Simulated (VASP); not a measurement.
# NaCl (Fm-3m) in VASP: notebook

NaCl is run at these levels: HSE06; tasks: single point.

All numbers are computed with VASP 6.6.1; they aren't measurements. Logs are shortened: lines on timing, memory, paths and dates and some standing lists are left out, and cuts for length are marked.

**1. The cell of the first run**

Symmetry: Fm-3m, No. 225, cubic system. The conventional cell has a = 5.539 Å, b = 5.539 Å, c = 5.539 Å, α = 90.00°, β = 90.00°, γ = 90.00°. Na (site symmetry m-3m) has 6 Cl at 2.77 Å within 3.7 Å. Cl (site symmetry m-3m) has 6 Na at 2.77 Å within 3.7 Å.

**2. Single point, HSE06 (21.24 Å³/atom)**

Input file POSCAR:

```
NaCl
1.0
    0.0000000000      2.7692838348      2.7692838348
    2.7692838348      0.0000000000      2.7692838348
    2.7692838348      2.7692838348      0.0000000000
Na Cl
1 1
Direct
    0.0000000000      0.0000000000      0.0000000000
    0.5000000000      0.5000000000      0.5000000000
```

Input file INCAR.step1:

```
SYSTEM = NaCl
PREC     = Accurate       ! precision mode
ENCUT    = 520            ! plane-wave cutoff, eV
EDIFF    = 1E-5           ! SCF threshold, eV
ISMEAR   = 0              ! smearing method
SIGMA    = 0.02           ! smearing width, eV
LREAL    = .FALSE.        ! projectors in reciprocal space
LASPH    = .TRUE.         ! aspherical terms in the spheres
NELM     = 100            ! most SCF steps
ALGO     = Normal         ! electronic algorithm
ISIF     = 2              ! what is computed and relaxed
LWAVE    = .TRUE.         ! write WAVECAR
LCHARG   = .FALSE.        ! write CHGCAR
NBANDS   = 14             ! bands
GGA      = PE             ! functional
```

Input file INCAR.step2:

```
SYSTEM = NaCl
PREC     = Accurate       ! precision mode
ENCUT    = 520            ! plane-wave cutoff, eV
EDIFF    = 1E-6           ! SCF threshold, eV
ISMEAR   = 0              ! smearing method
SIGMA    = 0.02           ! smearing width, eV
LREAL    = .FALSE.        ! projectors in reciprocal space
LASPH    = .TRUE.         ! aspherical terms in the spheres
NELM     = 100            ! most SCF steps
ALGO     = Normal         ! electronic algorithm
ISIF     = 2              ! what is computed and relaxed
LWAVE    = .FALSE.        ! write WAVECAR
LCHARG   = .FALSE.        ! write CHGCAR
GGA      = PE             ! functional
LHFCALC  = .TRUE.         ! exact exchange
HFSCREEN = 0.2079         ! screening, 1/A
PRECFOCK = Normal       
NBANDS   = 14             ! bands
ISTART   = 1
```

Input file KPOINTS:

```
Automatic mesh
0
G
  4 4 4
  0 0 0
```

Potentials or basis: VASP PAW PBE potentials, release 64 (Na_pv, Cl).

The run is started by

```bash
$ cat potpaw_PBE.64/Na_pv/POTCAR potpaw_PBE.64/Cl/POTCAR > POTCAR
$ cp INCAR.step1 INCAR
$ mpirun -np 1 vasp_std > vasp.out
$ cp INCAR.step2 INCAR
$ mpirun -np 1 vasp_std > vasp.out
```

OUTCAR:

```text
SYSTEM = NaCl
   PREC = Accurate
   ENCUT = 520
   EDIFF = 1E-6
   ISMEAR = 0
   LREAL = .FALSE.
   LASPH = .TRUE.
   NELM = 100
   ISIF = 2
   GGA = PE
   LHFCALC = .TRUE.
   HFSCREEN = 0.2079
   PRECFOCK = Normal
   ISTART = 1

 ion  position               nearest neighbor table
   1  0.000  0.000  0.000-
   2  0.500  0.500  0.500-

  LATTYP: Found a face centered cubic cell.
 ALAT       =     5.5385676696

  Lattice vectors:

 A1 = (   0.0000000000,   2.7692838348,   2.7692838348)
 A2 = (   2.7692838348,   0.0000000000,   2.7692838348)
 A3 = (   2.7692838348,   2.7692838348,   0.0000000000)

Analysis of symmetry for initial positions (statically):
=====================================================================
 Subroutine PRICEL returns:
 Original cell was already a primitive cell.

 Routine SETGRP: Setting up the symmetry group for a
 face centered cubic supercell.

 Subroutine GETGRP returns: Found 48 space group operations
 (whereof 48 operations were pure point group operations)
 out of a pool of 48 trial point group operations.

The static configuration has the point symmetry O_h .

Analysis of symmetry for dynamics (positions and initial velocities):
=====================================================================
 Subroutine PRICEL returns:
 Original cell was already a primitive cell.

 Routine SETGRP: Setting up the symmetry group for a
 face centered cubic supercell.

 Subroutine GETGRP returns: Found 48 space group operations
 (whereof 48 operations were pure point group operations)
 out of a pool of 48 trial point group operations.

The dynamic configuration has the point symmetry O_h .

 Subroutine INISYM returns: Found 48 space group operations
 (whereof 48 operations are pure point group operations),
 and found     1 'primitive' translations

----------------------------------------------------------------------------------------

                                     Primitive cell

  volume of cell :      42.4749

  direct lattice vectors                    reciprocal lattice vectors
     0.000000000  2.769283835  2.769283835    -0.180552096  0.180552096  0.180552096
     2.769283835  0.000000000  2.769283835     0.180552096 -0.180552096  0.180552096
     2.769283835  2.769283835  0.000000000     0.180552096  0.180552096 -0.180552096

  length of vectors
     3.916358757  3.916358757  3.916358757     0.312725403  0.312725403  0.312725403

  position of ions in fractional coordinates (direct lattice)
     0.000000000  0.000000000  0.000000000
     0.500000000  0.500000000  0.500000000

  ion indices of the primitive-cell ions
   primitive index   ion index
                 1           1
                 2           2

----------------------------------------------------------------------------------------

 KPOINTS: Automatic mesh

Automatic generation of k-mesh.
 Grid dimensions read from file:
 generate k-points for:    4    4    4

 Generating k-lattice:

  Cartesian coordinates                     Fractional coordinates (reciprocal lattice)
    -0.045138024  0.045138024  0.045138024     0.250000000  0.000000000  0.000000000
     0.045138024 -0.045138024  0.045138024     0.000000000  0.250000000  0.000000000
     0.045138024  0.045138024 -0.045138024     0.000000000  0.000000000  0.250000000

  Length of vectors
     0.078181351  0.078181351  0.078181351

  Shift w.r.t. Gamma in fractional coordinates (k-lattice)
     0.000000000  0.000000000  0.000000000

 Subroutine IBZKPT returns following result:
 ===========================================

 Found      8 irreducible k-points:

 Following reciprocal coordinates:
            Coordinates               Weight
  0.000000  0.000000  0.000000      1.000000
  0.250000  0.000000  0.000000      8.000000
  0.500000  0.000000  0.000000      4.000000
  0.250000  0.250000  0.000000      6.000000
  0.500000  0.250000  0.000000     24.000000
 -0.250000  0.250000  0.000000     12.000000
  0.500000  0.500000  0.000000      3.000000
 -0.250000  0.500000  0.250000      6.000000
   k-points           NKPTS =      8   k-points in BZ     NKDIM =     64   number of bands    NBANDS=     14
   number of dos      NEDOS =    301   number of ions     NIONS =      2
   total plane-waves  NPLWV =  27000
   dimension x,y,z NGX =    30 NGY =   30 NGZ =   30
   dimension x,y,z NGXF=    60 NGYF=   60 NGZF=   60
   ions per type =               1   1
   NGX,Y,Z   is equivalent  to a cutoff of  12.73, 12.73, 12.73 a.u.
   NGXF,Y,Z  is equivalent  to a cutoff of  25.47, 25.47, 25.47 a.u.
 SYSTEM =  NaCl
   PREC   = accura    normal or accurate (medium, high low for compatibility)
   ISTART =      1    job   : 0-new  1-cont  2-samecut
   ICHARG =      0    charge: 1-file 2-atom 10-const
   ISPIN  =      1    spin polarized calculation?
   LNONCOLLINEAR =      F non collinear calculations
   LSORBIT =      F    spin-orbit coupling
   LASPH  =      T    aspherical Exc in radial PAW
   ENCUT  =  520.0 eV  38.22 Ry    6.18 a.u.   7.28  7.28  7.28*2*pi/ulx,y,z
   NELM   =    100;   NELMIN=  2; NELMDL=  0     # of ELM steps
   EDIFF  = 0.1E-05   stopping-criterion for ELM
   LREAL  =      F    real-space projection
   EDIFFG = 0.1E-04   stopping-criterion for IOM
   NSW    =      0    number of steps for IOM
   IBRION =     -1    ionic relax: 0-MD 1-quasi-New 2-CG
   NFREE  =      0    steps in history (QN), initial steepest desc. (CG)
   ISIF   =      2    stress and relaxation
   ISYM   =      3    0-nonsym 1-usesym 2-fastsym
   POTIM  = 0.5000    time-step for ionic-motion
   TEBEG  =    0.0;   TEEND  =   0.0 temperature during run
   PSTRESS=    0.0 pullay stress
   NELECT =      14.0000    total number of electrons
   NUPDOWN=      -1.0000    fix difference up-down
   EMIN   =  10.00;   EMAX   =-10.00  energy-range for DOS
   EFERMI =   0.00;   METHOD = LEGACY
   ISMEAR =     0;   SIGMA  =   0.02  broadening in eV -4-tet -1-fermi 0-gaus
   EFERMI_NEDOS =   21; number of points for ismear=-14 and -15
   IALGO  =     38    algorithm
   IMIX   =      1    mixing-type and parameters
     AMIX     =   0.40;   BMIX     =  1.00
     AMIX_MAG =   1.60;   BMIX_MAG =  1.00
  volume/ion in A,a.u.               =      21.24       143.32
  Fermi-wavevector in a.u.,A,eV,Ry     =   1.130854  2.137005 17.399562  1.278832
  Thomas-Fermi vector in A             =   2.267552
   LORBIT       =      0    0 simple, 1 ext, 2 COOP (PROOUT), +10 PAW based schemes
   GGA     = PE    functional components
   LHFCALC =     T    Hartree Fock is set to
   PRECFOCK=normal    Normal, Fast or Accurate (Low or Medium for compatibility)
   ENCUT4O =  -1.0   cutoff for four orbital integrals eV
   NKREDX  =     1    reduce k-point grid by
   NKREDY  =     1    reduce k-point grid by
   NKREDZ  =     1    reduce k-point grid by
   AEXX    =    0.2500 exact exchange contribution
   HFSCREEN=    0.2079 screening length (either q_TF or 0.3 A-1)
   HFSCREENC=   0.2079 screening length for correlation (either q_TF or 0.3 A-1)
   ENCUTFOCK=  -1.0 apply spherical cutoff to Coloumb kernel
   IVDW    =     0    specifies the selected vdW correction
   LEPSILON=     F    determine dielectric tensor
   LRPA    =     F    only Hartree local field effects (RPA)
 non-spin polarized calculation
 Gauss-broadening in eV      SIGMA  =   0.02
  energy-cutoff  :      520.00
  volume of cell :       42.47
 maximum number of plane-waves:      1162
 NGX is ok and might be reduce to    30
  NGX = 24; NGY = 24; NGZ = 24

 number of electron      14.0000011 magnetization

 Free energy of the ion-electron system (eV)
  ---------------------------------------------------
  ext. energy  EPLUGINS =         0.00000000
  ---------------------------------------------------
  free energy    TOTEN  =        -7.86153432 eV

  energy without entropy =       -7.86153432  energy(sigma->0) =       -7.86153432

 E-fermi :  -1.2872     XC(G=0):  -6.9840

 val. band max:       -1.4006684937   @ k =   0.0000   0.0000   0.0000
 cond. band min:       5.3078729581   @ k =   0.0000   0.0000   0.0000
 fundamental gap:      6.7085414517
 Fermi energy:        -1.2872456823

 k-point     1 :       0.0000    0.0000    0.0000
  band No.  band energies     occupation
      1     -24.1822      2.00000
      2     -24.1822      2.00000
      3     -24.1822      2.00000
      4     -15.3883      2.00000
      5      -1.4007      2.00000
      6      -1.4007      2.00000
      7      -1.4007      2.00000
      8       5.3079      0.00000
      9      11.2836      0.00000
     10      11.2836      0.00000
     11      11.2836      0.00000
     12      13.6852      0.00000
     13      13.6852      0.00000
     14      15.1036      0.00000

 k-point     2 :       0.2500    0.0000    0.0000
  band No.  band energies     occupation
      1     -24.2001      2.00000
      2     -24.1831      2.00000
      3     -24.1831      2.00000
      4     -15.1823      2.00000
      5      -2.6470      2.00000
      6      -1.5641      2.00000
      7      -1.5641      2.00000
      8       6.8272      0.00000
      9      10.2220      0.00000
     10      11.6506      0.00000
     11      11.6506      0.00000
     12      13.6500      0.00000
     13      13.6500      0.00000
     14      16.2901      0.00000

 k-point     3 :       0.5000    0.0000    0.0000
  band No.  band energies     occupation
      1     -24.2178      2.00000
      2     -24.1841      2.00000
      3     -24.1841      2.00000
      4     -14.9621      2.00000
      5      -3.6251      2.00000
      6      -1.7180      2.00000
      7      -1.7180      2.00000
      8       7.3302      0.00000
      9      11.2422      0.00000
     10      11.2422      0.00000
     11      11.3177      0.00000
     12      15.5492      0.00000
     13      16.8376      0.00000
     14      16.8376      0.00000

 k-point     4 :       0.2500    0.2500    0.0000
  band No.  band energies     occupation
      1     -24.1967      2.00000
      2     -24.1869      2.00000
      3     -24.1869      2.00000
      4     -15.1326      2.00000
      5      -2.6133      2.00000
      6      -1.7742      2.00000
      7      -1.7742      2.00000
      8       7.4144      0.00000
      9       9.1011      0.00000
     10      11.2012      0.00000
     11      12.8454      0.00000
     12      12.8454      0.00000
     13      14.5766      0.00000
     14      19.6334      0.00000

 k-point     5 :       0.5000    0.2500    0.0000
  band No.  band energies     occupation
      1     -24.2079      2.00000
      2     -24.1919      2.00000
      3     -24.1879      2.00000
      4     -14.9332      2.00000
      5      -3.2200      2.00000
      6      -2.2956      2.00000
      7      -1.9181      2.00000
      8       8.3242      0.00000
      9       9.5755      0.00000
     10      10.4536      0.00000
     11      12.6487      0.00000
     12      14.7232      0.00000
     13      16.9152      0.00000
     14      17.9119      0.00000

 k-point     6 :      -0.2500    0.2500    0.0000
  band No.  band energies     occupation
      1     -24.2066      2.00000
      2     -24.1928      2.00000
      3     -24.1841      2.00000
      4     -14.9861      2.00000
      5      -3.0719      2.00000
      6      -2.3254      2.00000
      7      -1.7193      2.00000
      8       8.5093      0.00000
      9       9.8617      0.00000
     10      10.3490      0.00000
     11      12.2430      0.00000
     12      13.5438      0.00000
     13      16.4816      0.00000
     14      17.4017      0.00000

 k-point     7 :       0.5000    0.5000    0.0000
  band No.  band energies     occupation
      1     -24.2060      2.00000
      2     -24.1917      2.00000
      3     -24.1917      2.00000
      4     -14.9020      2.00000
      5      -3.3408      2.00000
      6      -2.1036      2.00000
      7      -2.1036      2.00000
      8       7.7566      0.00000
      9       7.9679      0.00000
     10      11.9134      0.00000
     11      15.6036      0.00000
     12      15.6036      0.00000
     13      15.9000      0.00000
     14      17.7464      0.00000

 k-point     8 :      -0.2500    0.5000    0.2500
  band No.  band energies     occupation
      1     -24.1988      2.00000
      2     -24.1988      2.00000
      3     -24.1942      2.00000
      4     -14.8803      2.00000
      5      -2.7888      2.00000
      6      -2.7888      2.00000
      7      -2.2744      2.00000
      8       9.1804      0.00000
      9       9.8976      0.00000
     10       9.8976      0.00000
     11      11.8220      0.00000
     12      16.4782      0.00000
     13      16.4782      0.00000
     14      17.1281      0.00000

------------------------ aborting loop because EDIFF is reached ----------------------------------------

  FORCE on cell =-STRESS in cart. coord.  units (eV):
  Direction    XX          YY          ZZ          XY          YZ          ZX
  --------------------------------------------------------------------------------------
  -------------------------------------------------------------------------------------
  Total        0.4849479      0.4849479      0.4849479      0.0000000      0.0000000     -0.0000000
  in kB       18.2925076     18.2925076     18.2925076      0.0000000      0.0000000     -0.0000000
  external PRESSURE =      18.2925076 kB  Pullay stress =       0.0000000 kB

 VOLUME and BASIS-vectors are now :
 -----------------------------------------------------------------------------
  energy-cutoff  :      520.00
  volume of cell :       42.47
      direct lattice vectors                 reciprocal lattice vectors
     0.000000000  2.769283835  2.769283835    -0.180552096  0.180552096  0.180552096
     2.769283835  0.000000000  2.769283835     0.180552096 -0.180552096  0.180552096
     2.769283835  2.769283835  0.000000000     0.180552096  0.180552096 -0.180552096

 POSITION                                       TOTAL-FORCE (eV/Angst)
 -----------------------------------------------------------------------------------
      0.00000      0.00000      0.00000         0.000000      0.000000      0.000000
      2.76928      2.76928      2.76928        -0.000000     -0.000000     -0.000000
 -----------------------------------------------------------------------------------
    total drift:                               -0.000000     -0.000000     -0.000000

  FREE ENERGIE OF THE ION-ELECTRON SYSTEM (eV)
  ---------------------------------------------------
  free  energy   TOTEN  =        -7.8615343185 eV

  energy  without entropy=       -7.8615343185  energy(sigma->0) =       -7.86153432
```

It took 1.9 min on 1 thread of Intel Xeon Platinum 8488C (Sapphire Rapids), shared host; peak memory 0.26 GiB.

What came out:

```
Free energy            : -7.8615 eV
Pressure               : 1.8 GPa
Band gap on the k mesh : 6.71 eV
```

Levels at points of the mesh, in eV from the valence-band top:
```tsv
k point	band 4	band 5	band 6	band 7	band 8	band 9	band 10	band 11
(0.00, 0.00, 0.00)	-13.99	0.00	0.00	0.00	6.71	12.68	12.68	12.68
(0.50, 0.00, 0.00)	-13.56	-2.22	-0.32	-0.32	8.73	12.64	12.64	12.72
(0.50, 0.50, 0.00)	-13.50	-1.94	-0.70	-0.70	9.16	9.37	13.31	17.00
```

Caveat: the k points lie up to 0.49 Å⁻¹ apart; the PAW data sets were made with another functional, which shifts forces and pressure a little.

**3. Single point, HSE06 (21.92 Å³/atom)**

This run uses another cell than the first one, of 21.92 Å³/atom.

Input file POSCAR:

```
NaCl
1.0
    0.0000000000      2.7984363333      2.7984363333
    2.7984363333      0.0000000000      2.7984363333
    2.7984363333      2.7984363333      0.0000000000
Na Cl
1 1
Direct
    0.0000000000      0.0000000000      0.0000000000
    0.5000000000      0.5000000000      0.5000000000
```

Input file INCAR.step1:

```
SYSTEM = NaCl
PREC = Accurate
ENCUT = 520
EDIFF = 1E-5
ISMEAR = 0
SIGMA = 0.02
LREAL = .FALSE.
LASPH = .TRUE.
NELM = 80
ALGO = Normal
ISIF = 2
LWAVE = .TRUE.
LCHARG = .FALSE.
NBANDS = 14
GGA = PE
```

Input file INCAR.step2:

```
SYSTEM = NaCl
PREC = Accurate
ENCUT = 520
EDIFF = 1E-6
ISMEAR = 0
SIGMA = 0.02
LREAL = .FALSE.
LASPH = .TRUE.
NELM = 80
ALGO = Normal
ISIF = 2
LWAVE = .FALSE.
LCHARG = .FALSE.
GGA = PE
LHFCALC = .TRUE.
HFSCREEN = 0.2079
PRECFOCK = Normal
NBANDS = 14
ISTART = 1
```

Input file KPOINTS:

```
regular mesh
0
G
  4 4 4
  0 0 0
```

Potentials or basis: VASP PAW PBE potentials, release 64 (Na_pv, Cl).

The run is started by

```bash
$ cat potpaw_PBE.64/Na_pv/POTCAR potpaw_PBE.64/Cl/POTCAR > POTCAR
$ cp INCAR.step1 INCAR
$ mpirun -np 1 vasp_std > vasp.out
$ cp INCAR.step2 INCAR
$ mpirun -np 1 vasp_std > vasp.out
```

It took 95 s on 1 thread of Intel Xeon Platinum 8488C (Sapphire Rapids), shared host; peak memory 0.26 GiB.

It converged, with:

| Quantity | Value |
| --- | --- |
| Free energy | -7.8732 eV |
| Pressure | 0.9 GPa |
| Band gap on the k mesh | 6.57 eV |

Levels at points of the mesh, in eV from the valence-band top:
```csv
k point,band 4,band 5,band 6,band 7,band 8,band 9,band 10,band 11
"(0.00, 0.00, 0.00)",-13.91,0.00,0.00,0.00,6.57,12.65,12.65,12.65
"(0.50, 0.00, 0.00)",-13.52,-2.12,-0.30,-0.30,8.67,12.44,12.56,12.56
"(0.50, 0.50, 0.00)",-13.46,-1.85,-0.67,-0.67,9.06,9.39,13.07,16.70
```

Caveat: the k points lie up to 0.49 Å⁻¹ apart; the PAW data sets were made with another functional, which shifts forces and pressure a little.
